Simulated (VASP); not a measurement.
# Sc3B2P (P4/mmm) in VASP: single point with PBE

Aim: the single point of Sc3B2P with PBE.

Program: VASP 6.6.1. These are calculated values, not measurements. Logs are shortened: lines on timing, memory, paths and dates and some standing lists are left out, and cuts for length are marked.

## Step 1: The cell of the first run

The structure is tetragonal, space group P4/mmm (No. 123). Conventional cell: a = 4.969 Å, b = 4.969 Å, c = 4.491 Å, α = 90.00°, β = 90.00°, γ = 90.00°. Sc (site symmetry mmm) has 2 Sc at 2.48 Å and 2 B at 2.48 Å within 3.3 Å. Sc (site symmetry 4/mmm) has 2 P at 2.25 Å and 4 Sc at 2.48 Å within 3.0 Å. B (site symmetry 4/mmm) has 2 B at 2.25 Å within 3.0 Å. Within 3.0 Å of B (site symmetry 4/mmm) lie 2 B at 2.25 Å and 4 Sc at 2.48 Å. P (site symmetry 4/mmm) has 2 Sc at 2.25 Å within 3.0 Å.

## Step 2: Single point, PBE

INCAR

```
PREC = Accurate ; ENCUT = 520
EDIFF = 1E-6 ; ISMEAR = 0
SIGMA = 0.1 ; LREAL = F
LASPH = T ; NELM = 60
ALGO = Normal ; ISIF = 2
LWAVE = F ; LCHARG = T
GGA = PE ; LELF = T
LVHAR = T ; NBANDS = 31
```

KPOINTS

```
regular mesh
0
Gamma
  4 4 4
```

POSCAR

```
Sc3B2P
1.0
    4.9687195400      0.0000000000      0.0000000000
    0.0000000000      4.9687195400      0.0000000000
    0.0000000000      0.0000000000      4.4911547900
Sc B P
3 2 1
Direct
    0.5000000000      0.0000000000      0.0000000000
    0.0000000000      0.5000000000      0.0000000000
    0.5000000000      0.5000000000      0.0000000000
    0.0000000000      0.0000000000      0.5000000000
    0.0000000000      0.0000000000      0.0000000000
    0.5000000000      0.5000000000      0.5000000000
```

Potentials or basis: VASP PAW PBE potentials, release 64 (Sc_sv, B, P).

Launch:

```console
> cat potpaw_PBE.64/Sc_sv/POTCAR potpaw_PBE.64/B/POTCAR potpaw_PBE.64/P/POTCAR > POTCAR
> mpirun -np 1 vasp_std > vasp.out
```

OUTCAR:

```text
PREC = Accurate
   ENCUT = 520
   EDIFF = 1E-6
   ISMEAR = 0
   LREAL = F
   LASPH = T
   NELM = 60
   ISIF = 2
   GGA = PE

 ion  position               nearest neighbor table
   1  0.500  0.000  0.000-   3 2.48   5 2.48   3 2.48   5 2.48
   2  0.000  0.500  0.000-   3 2.48   5 2.48   5 2.48   3 2.48
   3  0.500  0.500  0.000-   6 2.25   6 2.25   1 2.48   2 2.48   1 2.48   2 2.48
   4  0.000  0.000  0.500-
   5  0.000  0.000  0.000-   1 2.48   2 2.48   2 2.48   1 2.48
   6  0.500  0.500  0.500-   3 2.25   3 2.25

  LATTYP: Found a simple tetragonal cell.
 ALAT       =     4.9687195400
 C/A-ratio  =     0.9038857504

  Lattice vectors:

 A1 = (   4.9687195400,   0.0000000000,   0.0000000000)
 A2 = (   0.0000000000,   4.9687195400,   0.0000000000)
 A3 = (   0.0000000000,   0.0000000000,   4.4911547900)

Analysis of symmetry for initial positions (statically):
=====================================================================
 Subroutine PRICEL returns:
 Original cell was already a primitive cell.

 Routine SETGRP: Setting up the symmetry group for a
 simple tetragonal supercell.

 Subroutine GETGRP returns: Found 16 space group operations
 (whereof 16 operations were pure point group operations)
 out of a pool of 16 trial point group operations.

The static configuration has the point symmetry D_4h.

Analysis of symmetry for dynamics (positions and initial velocities):
=====================================================================
 Subroutine PRICEL returns:
 Original cell was already a primitive cell.

 Routine SETGRP: Setting up the symmetry group for a
 simple tetragonal supercell.

 Subroutine GETGRP returns: Found 16 space group operations
 (whereof 16 operations were pure point group operations)
 out of a pool of 16 trial point group operations.

The dynamic configuration has the point symmetry D_4h.

 Subroutine INISYM returns: Found 16 space group operations
 (whereof 16 operations are pure point group operations),
 and found     1 'primitive' translations

----------------------------------------------------------------------------------------

                                     Primitive cell

  volume of cell :     110.8784

  direct lattice vectors                    reciprocal lattice vectors
     4.968719540  0.000000000  0.000000000     0.201259095  0.000000000  0.000000000
[... 89 lines left out ...]
   EDIFFG = 0.1E-04   stopping-criterion for IOM
   NSW    =      0    number of steps for IOM
   IBRION =     -1    ionic relax: 0-MD 1-quasi-New 2-CG
   NFREE  =      0    steps in history (QN), initial steepest desc. (CG)
   ISIF   =      2    stress and relaxation
   ISYM   =      2    0-nonsym 1-usesym 2-fastsym
   POTIM  = 0.5000    time-step for ionic-motion
   TEBEG  =    0.0;   TEEND  =   0.0 temperature during run
   PSTRESS=    0.0 pullay stress
   NELECT =      44.0000    total number of electrons
   NUPDOWN=      -1.0000    fix difference up-down
   EMIN   =  10.00;   EMAX   =-10.00  energy-range for DOS
   EFERMI =   0.00;   METHOD = LEGACY
   ISMEAR =     0;   SIGMA  =   0.10  broadening in eV -4-tet -1-fermi 0-gaus
   EFERMI_NEDOS =   21; number of points for ismear=-14 and -15
   IALGO  =     38    algorithm
   IMIX   =      4    mixing-type and parameters
     AMIX     =   0.40;   BMIX     =  1.00
     AMIX_MAG =   1.60;   BMIX_MAG =  1.00
  volume/ion in A,a.u.               =      18.48       124.71
  Fermi-wavevector in a.u.,A,eV,Ry     =   1.203031  2.273398 19.691480  1.447283
  Thomas-Fermi vector in A             =   2.338796
   LORBIT       =      0    0 simple, 1 ext, 2 COOP (PROOUT), +10 PAW based schemes
   GGA     = PE    functional components
   LHFCALC =     F    Hartree Fock is set to
   AEXX    =    0.0000 exact exchange contribution
   IVDW    =     0    specifies the selected vdW correction
   LEPSILON=     F    determine dielectric tensor
   LRPA    =     F    only Hartree local field effects (RPA)
 non-spin polarized calculation
 Gauss-broadening in eV      SIGMA  =   0.10
  energy-cutoff  :      520.00
  volume of cell :      110.88
 maximum number of plane-waves:      3037
 NGX is ok and might be reduce to    40
   NGX = 19   NGY = 19   NGZ = 17

 number of electron      44.0000001 magnetization

 Free energy of the ion-electron system (eV)
  ---------------------------------------------------
  ext. energy  EPLUGINS =         0.00000000
  ---------------------------------------------------
  free energy    TOTEN  =       -30.59461172 eV

  energy without entropy =      -30.55597318  energy(sigma->0) =      -30.57529245

 E-fermi :   4.0883     XC(G=0):  -9.9170

 val. band max:        3.9798829908   @ k =   0.2500   0.0000   0.2500
 cond. band min:       4.0902503383   @ k =   0.2500   0.0000   0.2500
 fundamental gap:      0.1103673475
 Fermi energy:         4.0883482226

 k-point     1 :       0.0000    0.0000    0.0000
  band No.  band energies     occupation
      1     -45.4345      2.00000
      2     -45.3696      2.00000
      3     -43.8978      2.00000
      4     -24.7450      2.00000
      5     -24.7450      2.00000
      6     -24.1856      2.00000
[... 601 lines left out ...]
     30       6.3595      0.00000
     31       6.6350      0.00000

------------------------ aborting loop because EDIFF is reached ----------------------------------------

  FORCE on cell =-STRESS in cart. coord.  units (eV):
  Direction    XX          YY          ZZ          XY          YZ          ZX
  --------------------------------------------------------------------------------------
  -------------------------------------------------------------------------------------
  Total        3.5282861      3.5282861      1.3972114      0.0000000      0.0000000      0.0000000
  in kB       50.9832347     50.9832347     20.1895072      0.0000000      0.0000000      0.0000000
  external PRESSURE =      40.7186589 kB  Pullay stress =       0.0000000 kB

 VOLUME and BASIS-vectors are now :
 -----------------------------------------------------------------------------
  energy-cutoff  :      520.00
  volume of cell :      110.88
      direct lattice vectors                 reciprocal lattice vectors
     4.968719540  0.000000000  0.000000000     0.201259095  0.000000000  0.000000000
     0.000000000  4.968719540  0.000000000     0.000000000  0.201259095  0.000000000
     0.000000000  0.000000000  4.491154790     0.000000000  0.000000000  0.222659883

 POSITION                                       TOTAL-FORCE (eV/Angst)
 -----------------------------------------------------------------------------------
      2.48436      0.00000      0.00000         0.000000      0.000000      0.000000
      0.00000      2.48436      0.00000         0.000000      0.000000      0.000000
      2.48436      2.48436      0.00000         0.000000      0.000000      0.000000
      0.00000      0.00000      2.24558         0.000000      0.000000      0.000000
      0.00000      0.00000      0.00000         0.000000      0.000000      0.000000
      2.48436      2.48436      2.24558         0.000000      0.000000      0.000000
 -----------------------------------------------------------------------------------
    total drift:                               -0.000000      0.000000     -0.000000

  FREE ENERGIE OF THE ION-ELECTRON SYSTEM (eV)
  ---------------------------------------------------
  free  energy   TOTEN  =       -30.5946117221 eV

  energy  without entropy=      -30.5559731765  energy(sigma->0) =      -30.57529245
```

OSZICAR:

```text
N       E                     dE             d eps       ncg     rms          rms(c)
DAV:   1     0.704583306433E+03    0.70458E+03   -0.20066E+04  1124   0.144E+03
DAV:   2     0.270085502148E+02   -0.67757E+03   -0.66538E+03  1420   0.582E+02
DAV:   3    -0.320738965803E+02   -0.59082E+02   -0.56071E+02  1904   0.198E+02
DAV:   4    -0.348319413466E+02   -0.27580E+01   -0.26619E+01  1824   0.401E+01
DAV:   5    -0.348967478139E+02   -0.64806E-01   -0.64289E-01  1848   0.783E+00    0.177E+01
DAV:   6    -0.308370198907E+02    0.40597E+01   -0.22433E+01  1689   0.314E+01    0.944E+00
DAV:   7    -0.308333468791E+02    0.36730E-02   -0.39342E+00  1856   0.101E+01    0.530E+00
DAV:   8    -0.306527833033E+02    0.18056E+00   -0.17349E+00  1824   0.738E+00    0.333E+00
DAV:   9    -0.305986263759E+02    0.54157E-01   -0.30484E-01  2017   0.325E+00    0.484E-01
DAV:  10    -0.305945535275E+02    0.40728E-02   -0.21611E-02  1769   0.127E+00    0.240E-01
DAV:  11    -0.305945626518E+02   -0.91243E-05   -0.46074E-03  1849   0.343E-01    0.114E-01
DAV:  12    -0.305945988662E+02   -0.36214E-04   -0.85889E-04  1688   0.212E-01    0.338E-02
DAV:  13    -0.305946114349E+02   -0.12569E-04   -0.83789E-05  1856   0.728E-02    0.186E-02
DAV:  14    -0.305946120451E+02   -0.61021E-06   -0.19021E-05  1672   0.318E-02    0.674E-03
DAV:  15    -0.305946117221E+02    0.32304E-06   -0.28095E-06  1312   0.124E-02
   1 F= -.30594612E+02 E0= -.30575292E+02  d E =-.386385E-01
```

stdout:

```text
POSCAR found type information on POSCAR ScB P
 POSCAR found :  3 types and       6 ions
 scaLAPACK will be used
 LDA part: xc-table for (Slater+PW92), standard interpolation
 POSCAR, INCAR and KPOINTS ok, starting setup
 FFT: planning ... GRIDC
 FFT: planning ... GRID_SOFT
 FFT: planning ... GRID
 WAVECAR not read
 entering main loop
```

It took 78 s on 1 thread of Intel Xeon Platinum 8259CL at 2.50GHz (Skylake/Cascade Lake), shared host; peak memory 0.25 GiB.

Results:

- Free energy: -30.5946 eV
- Pressure: 4.1 GPa
- Band gap on the k mesh: zero (band 22 reaches 5.27 eV, above the bottom of band 23 at 3.41 eV)

Stress tensor (GPa, compression positive):
```
5.10 0.00 0.00
0.00 5.10 0.00
0.00 0.00 2.02
```
